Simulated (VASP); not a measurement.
# Zr (P6_3/mmc) in VASP: a series of runs

Aim: see how the results for Zr move with the level of theory and the settings. Levels: PBEsol, r2SCAN. Tasks: single point.

All numbers are computed with VASP 6.6.1; they aren't measurements. Logs are shortened: lines on timing, memory, paths and dates and some standing lists are left out, and cuts for length are marked.

**1. The cell of the first run**

Symmetry: P6_3/mmc, No. 194, hexagonal system. Conventional cell: a = 3.183 Å, b = 3.183 Å, c = 5.118 Å, α = 90.00°, β = 90.00°, γ = 120.00°. Within 4.1 Å of Zr (site symmetry -6m2) lie 12 Zr at 3.15 to 3.18 Å.

**2. Single point, PBEsol**

The input, INCAR:

```
SYSTEM = Zr
PREC = Accurate
ENCUT = 520
EDIFF = 1E-6
ISMEAR = 0
SIGMA = 0.1
LREAL = .False.
LASPH = .True.
NELM = 100
ALGO = Normal
ISIF = 2
LWAVE = .False.
LCHARG = .False.
GGA = PS
NBANDS = 19
```

The input, KPOINTS:

```
Automatic mesh
0
Gamma
  15 15 8
  0 0 0
```

The input, POSCAR:

```
Zr
1.0
    3.1834311920      0.0000000000      0.0000000000
   -1.5917155960      2.7569322835      0.0000000000
    0.0000000000      0.0000000000      5.1176265140
Zr
2
Direct
    0.3333333333      0.6666666667      0.2500000000
    0.6666666667      0.3333333333      0.7500000000
```

Potentials or basis: VASP PAW PBE potentials, release 64 (Zr_sv).

The run is started by

```console
$ cat potpaw_PBE.64/Zr_sv/POTCAR > POTCAR
$ mpirun -np 1 vasp_std > vasp.out
```

OUTCAR:

```text
SYSTEM = Zr
   PREC = Accurate
   ENCUT = 520
   EDIFF = 1E-6
   ISMEAR = 0
   LREAL = .False.
   LASPH = .True.
   NELM = 100
   ISIF = 2
   GGA = PS

 ion  position               nearest neighbor table
   1  0.333  0.667  0.250-   2 3.15   2 3.15   2 3.15   2 3.15   2 3.15   2 3.15
   2  0.667  0.333  0.750-   1 3.15   1 3.15   1 3.15   1 3.15   1 3.15   1 3.15

  LATTYP: Found a hexagonal cell.
 ALAT       =     3.1834311920
 C/A-ratio  =     1.6075819471

  Lattice vectors:

 A1 = (   3.1834311920,   0.0000000000,   0.0000000000)
 A2 = (  -1.5917155960,   2.7569322835,   0.0000000000)
 A3 = (   0.0000000000,   0.0000000000,   5.1176265140)

Analysis of symmetry for initial positions (statically):
=====================================================================
 Subroutine PRICEL returns:
 Original cell was already a primitive cell.

 Routine SETGRP: Setting up the symmetry group for a
 hexagonal supercell.

 Subroutine GETGRP returns: Found 24 space group operations
 (whereof 12 operations were pure point group operations)
 out of a pool of 24 trial point group operations.

The static configuration has the point symmetry D_3d.
 The point group associated with its full space group is D_6h.

Analysis of symmetry for dynamics (positions and initial velocities):
=====================================================================
 Subroutine PRICEL returns:
 Original cell was already a primitive cell.

 Routine SETGRP: Setting up the symmetry group for a
 hexagonal supercell.

 Subroutine GETGRP returns: Found 24 space group operations
 (whereof 12 operations were pure point group operations)
 out of a pool of 24 trial point group operations.

The dynamic configuration has the point symmetry D_3d.
 The point group associated with its full space group is D_6h.

 Subroutine INISYM returns: Found 24 space group operations
 (whereof 12 operations are pure point group operations),
 and found     1 'primitive' translations

----------------------------------------------------------------------------------------

                                     Primitive cell

  volume of cell :      44.9149

  direct lattice vectors                    reciprocal lattice vectors
     3.183431192  0.000000000  0.000000000     0.314126469  0.181361001  0.000000000
    -1.591715596  2.756932283  0.000000000     0.000000000  0.362722003  0.000000000
[... 76 lines left out ...]
   PREC   = accura    normal or accurate (medium, high low for compatibility)
   ISTART =      0    job   : 0-new  1-cont  2-samecut
   ICHARG =      2    charge: 1-file 2-atom 10-const
   ISPIN  =      1    spin polarized calculation?
   LNONCOLLINEAR =      F non collinear calculations
   LSORBIT =      F    spin-orbit coupling
   LASPH  =      T    aspherical Exc in radial PAW
   ENCUT  =  520.0 eV  38.22 Ry    6.18 a.u.   5.92  5.92  9.52*2*pi/ulx,y,z
   NELM   =    100;   NELMIN=  2; NELMDL= -5     # of ELM steps
   EDIFF  = 0.1E-05   stopping-criterion for ELM
   LREAL  =      F    real-space projection
   EDIFFG = 0.1E-04   stopping-criterion for IOM
   NSW    =      0    number of steps for IOM
   IBRION =     -1    ionic relax: 0-MD 1-quasi-New 2-CG
   NFREE  =      0    steps in history (QN), initial steepest desc. (CG)
   ISIF   =      2    stress and relaxation
   ISYM   =      2    0-nonsym 1-usesym 2-fastsym
   POTIM  = 0.5000    time-step for ionic-motion
   TEBEG  =    0.0;   TEEND  =   0.0 temperature during run
   PSTRESS=    0.0 pullay stress
   NELECT =      24.0000    total number of electrons
   NUPDOWN=      -1.0000    fix difference up-down
   EMIN   =  10.00;   EMAX   =-10.00  energy-range for DOS
   EFERMI =   0.00;   METHOD = LEGACY
   ISMEAR =     0;   SIGMA  =   0.10  broadening in eV -4-tet -1-fermi 0-gaus
   EFERMI_NEDOS =   21; number of points for ismear=-14 and -15
   IALGO  =     38    algorithm
   IMIX   =      4    mixing-type and parameters
     AMIX     =   0.40;   BMIX     =  1.00
     AMIX_MAG =   1.60;   BMIX_MAG =  1.00
  volume/ion in A,a.u.               =      22.46       151.55
  Fermi-wavevector in a.u.,A,eV,Ry     =   1.328460  2.510426 24.011648  1.764806
  Thomas-Fermi vector in A             =   2.457696
   LORBIT       =      0    0 simple, 1 ext, 2 COOP (PROOUT), +10 PAW based schemes
   GGA     = PS    functional components
   LHFCALC =     F    Hartree Fock is set to
   AEXX    =    0.0000 exact exchange contribution
   IVDW    =     0    specifies the selected vdW correction
   LEPSILON=     F    determine dielectric tensor
   LRPA    =     F    only Hartree local field effects (RPA)
 non-spin polarized calculation
 Gauss-broadening in eV      SIGMA  =   0.10
  energy-cutoff  :      520.00
  volume of cell :       44.91
 maximum number of plane-waves:      1230
 NGX is ok and might be reduce to    24
   NGX = 11   NGY = 11   NGZ = 19

 number of electron      24.0000000 magnetization

 Free energy of the ion-electron system (eV)
  ---------------------------------------------------
  ext. energy  EPLUGINS =         0.00000000
  ---------------------------------------------------
  free energy    TOTEN  =       -18.16744906 eV

  energy without entropy =      -18.15722509  energy(sigma->0) =      -18.16233707

 E-fermi :   9.2879     XC(G=0): -11.3679

 val. band max:        9.2752570214   @ k =   0.1333  -0.0000   0.3750
 cond. band min:       9.2884418171   @ k =   0.3333   0.3333   0.5000
 fundamental gap:      0.0131847956
 Fermi energy:         9.2878962790

 k-point     1 :       0.0000    0.0000    0.0000
  band No.  band energies     occupation
      1     -39.3940      2.00000
      2     -39.2190      2.00000
      3     -18.0056      2.00000
      4     -17.0219      2.00000
      5     -17.0219      2.00000
      6     -16.8849      2.00000
[... 505 lines left out ...]
      6     -17.4124      2.00000
[... 11 lines left out ...]
     18      14.2823      0.00000
     19      16.0117      0.00000

 [... further k-points ...]
[... 5 lines left out ...]
  --------------------------------------------------------------------------------------
  -------------------------------------------------------------------------------------
  Total        0.0157496      0.0157496      0.0171606      0.0000000      0.0000000      0.0000000
  in kB        0.5618098      0.5618098      0.6121423      0.0000000      0.0000000      0.0000000
  external PRESSURE =       0.5785873 kB  Pullay stress =       0.0000000 kB

 VOLUME and BASIS-vectors are now :
 -----------------------------------------------------------------------------
  energy-cutoff  :      520.00
  volume of cell :       44.91
      direct lattice vectors                 reciprocal lattice vectors
     3.183431192  0.000000000  0.000000000     0.314126469  0.181361001  0.000000000
    -1.591715596  2.756932283  0.000000000     0.000000000  0.362722003  0.000000000
     0.000000000  0.000000000  5.117626514     0.000000000  0.000000000  0.195403083

 POSITION                                       TOTAL-FORCE (eV/Angst)
 -----------------------------------------------------------------------------------
     -0.00000      1.83795      1.27941        -0.000000      0.000000      0.000000
      1.59172      0.91898      3.83822         0.000000     -0.000000      0.000000
 -----------------------------------------------------------------------------------
    total drift:                                0.000000     -0.000000      0.000000

  FREE ENERGIE OF THE ION-ELECTRON SYSTEM (eV)
  ---------------------------------------------------
  free  energy   TOTEN  =       -18.1674490578 eV

  energy  without entropy=      -18.1572250921  energy(sigma->0) =      -18.16233707
```

stdout:

```text
POSCAR found type information on POSCAR Zr
 POSCAR found :  1 types and       2 ions
 scaLAPACK will be used
 -----------------------------------------------------------------------------
|                                                                             |
|                                                                             |
|     You enforced a specific xc type in the INCAR file but a different       |
|     I HOPE YOU KNOW WHAT YOU ARE DOING!                                     |
|                                                                             |
 -----------------------------------------------------------------------------

 LDA part: xc-table for (Slater+PW92), standard interpolation
 POSCAR, INCAR and KPOINTS ok, starting setup
 FFT: planning ... GRIDC
 FFT: planning ... GRID_SOFT
 FFT: planning ... GRID
 WAVECAR not read
 entering main loop
```

Wall time 57 s (1 thread of AMD EPYC 7R13, shared host); peak memory 0.22 GiB.

What came out:

```
Free energy            : -18.1674 eV
Pressure               : 0.1 GPa
Band gap on the k mesh : zero (band 12 reaches 10.25 eV, above the bottom of band 13 at 8.94 eV)
```

Caveat: the PAW data sets were made with another functional, which shifts forces and pressure a little.

**3. Single point, r2SCAN**

The input, POSCAR:

```
Zr
1.0
    3.1834312009      0.0000000000      0.0000000000
   -1.5917156004      2.7569322912      0.0000000000
    0.0000000000      0.0000000000      5.1176265060
Zr
2
Direct
    0.3333333333      0.6666666667      0.2500000000
    0.6666666667      0.3333333333      0.7500000000
```

The input, INCAR.step1:

```
ALGO     = Normal         # electronic algorithm
EDIFF    = 1E-4           # SCF threshold, eV
ENCUT    = 520            # plane-wave cutoff, eV
GGA      = PE             # functional
ISMEAR   = 0              # smearing method
LASPH    = True           # aspherical terms in the spheres
LCHARG   = False          # write CHGCAR
LREAL    = False          # projectors in reciprocal space
LWAVE    = True           # write WAVECAR
NBANDS   = 19             # bands
NELM     = 100            # most SCF steps
PREC     = Accurate       # precision mode
SIGMA    = 0.1            # smearing width, eV
```

The input, INCAR.step2:

```
ALGO     = Normal         # electronic algorithm
EDIFF    = 1E-7           # SCF threshold, eV
ENCUT    = 520            # plane-wave cutoff, eV
ISIF     = 2              # what is computed and relaxed
ISMEAR   = 0              # smearing method
ISTART   = 1            
LASPH    = True           # aspherical terms in the spheres
LCHARG   = False          # write CHGCAR
LMIXTAU  = True         
LREAL    = False          # projectors in reciprocal space
LWAVE    = False          # write WAVECAR
METAGGA  = R2SCAN         # meta-GGA
NBANDS   = 19             # bands
NELM     = 100            # most SCF steps
PREC     = Accurate       # precision mode
SIGMA    = 0.1            # smearing width, eV
```

The input, KPOINTS:

```
k-points
0
Gamma
  15 15 8
```

Potentials or basis: VASP PAW PBE potentials, release 64 (Zr_sv).

The run is started by

```console
$ cat potpaw_PBE.64/Zr_sv/POTCAR > POTCAR
$ cp INCAR.step1 INCAR
$ mpirun -np 1 vasp_std > vasp.out
$ cp INCAR.step2 INCAR
$ mpirun -np 1 vasp_std > vasp.out
```

OUTCAR:

```text
EDIFF = 1E-7
   ENCUT = 520
   ISIF = 2
   ISMEAR = 0
   ISTART = 1
   LASPH = True
   LREAL = False
   METAGGA = R2SCAN
   NELM = 100
   PREC = Accurate

 ion  position               nearest neighbor table
   1  0.333  0.667  0.250-   2 3.15   2 3.15   2 3.15   2 3.15   2 3.15   2 3.15
   2  0.667  0.333  0.750-   1 3.15   1 3.15   1 3.15   1 3.15   1 3.15   1 3.15

  LATTYP: Found a hexagonal cell.
 ALAT       =     3.1834312009
 C/A-ratio  =     1.6075819401

  Lattice vectors:
[... 192 lines left out ...]
      2     -40.8424      2.00000
      3     -18.9513      2.00000
      4     -17.9198      2.00000
      5     -17.9198      2.00000
      6     -17.7853      2.00000
[... 505 lines left out ...]
      6     -18.3285      2.00000
[... 11 lines left out ...]
     18      14.7557      0.00000
     19      16.5279      0.00000

 [... further k-points ...]
[... 5 lines left out ...]
  --------------------------------------------------------------------------------------
  -------------------------------------------------------------------------------------
  Total        1.3919966      1.3919966      1.0651531      0.0000000      0.0000000     -0.0000000
  in kB       49.6544976     49.6544976     37.9955250      0.0000000      0.0000000     -0.0000000
  external PRESSURE =      45.7681734 kB  Pullay stress =       0.0000000 kB

 VOLUME and BASIS-vectors are now :
 -----------------------------------------------------------------------------
  energy-cutoff  :      520.00
  volume of cell :       44.91
      direct lattice vectors                 reciprocal lattice vectors
     3.183431201  0.000000000  0.000000000     0.314126468  0.181361001  0.000000000
    -1.591715600  2.756932291  0.000000000     0.000000000  0.362722002  0.000000000
     0.000000000  0.000000000  5.117626506     0.000000000  0.000000000  0.195403084

 POSITION                                       TOTAL-FORCE (eV/Angst)
 -----------------------------------------------------------------------------------
     -0.00000      1.83795      1.27941         0.000000     -0.000000      0.000000
      1.59172      0.91898      3.83822        -0.000000      0.000000      0.000000
 -----------------------------------------------------------------------------------
    total drift:                               -0.000000      0.000000     -0.000000

  FREE ENERGIE OF THE ION-ELECTRON SYSTEM (eV)
  ---------------------------------------------------
  free  energy   TOTEN  =       -45.4751409873 eV

  energy  without entropy=      -45.4670326324  energy(sigma->0) =      -45.47108681
```

OUTCAR.step1:

```text
EDIFF = 1E-4
   ENCUT = 520
   GGA = PE
   ISMEAR = 0
   LASPH = True
[... 752 lines left out ...]
 -----------------------------------------------------------------------------------
     -0.00000      1.83795      1.27941        -0.000000     -0.000000      0.000000
      1.59172      0.91898      3.83822         0.000000      0.000000      0.000000
 -----------------------------------------------------------------------------------
    total drift:                               -0.000000      0.000000     -0.000000

  FREE ENERGIE OF THE ION-ELECTRON SYSTEM (eV)
  ---------------------------------------------------
  free  energy   TOTEN  =       -17.0223385499 eV

  energy  without entropy=      -17.0123535921  energy(sigma->0) =      -17.01734607
```

OSZICAR.step1:

```text
N       E                     dE             d eps       ncg     rms          rms(c)
DAV:   1     0.214963404742E+03    0.21496E+03   -0.13276E+04  5130   0.126E+03
DAV:   2    -0.146935672918E+01   -0.21643E+03   -0.21226E+03  5900   0.369E+02
DAV:   3    -0.172613901381E+02   -0.15792E+02   -0.15659E+02  9177   0.720E+01
DAV:   4    -0.176706792366E+02   -0.40929E+00   -0.40870E+00  6076   0.117E+01
DAV:   5    -0.176812475175E+02   -0.10568E-01   -0.10567E-01  7510   0.137E+00    0.153E+01
DAV:   6    -0.171220878682E+02    0.55916E+00   -0.86758E-01  5582   0.718E+00    0.618E+00
DAV:   7    -0.170158081525E+02    0.10628E+00   -0.57768E-01  7307   0.512E+00    0.113E+00
DAV:   8    -0.170222285030E+02   -0.64204E-02   -0.36775E-02  6668   0.150E+00    0.227E-01
DAV:   9    -0.170223735137E+02   -0.14501E-03   -0.12981E-03  6666   0.315E-01    0.284E-02
DAV:  10    -0.170223385499E+02    0.34964E-04   -0.28211E-05  3351   0.396E-02
   1 F= -.17022339E+02 E0= -.17017346E+02  d E =-.998496E-02
```

It used 700 s of CPU time on 1 thread of AMD EPYC 7R13 Processor (Zen 3), on a shared host.

Results:

```yaml
Free_energy: -45.4751 eV
Pressure: 4.6 GPa
Band_gap_on_the_k_mesh: zero (band 12 reaches 10.45 eV, above the bottom of band 13 at 9.10 eV)
```

Caveat: the PAW data sets were made with another functional, which shifts forces and pressure a little.
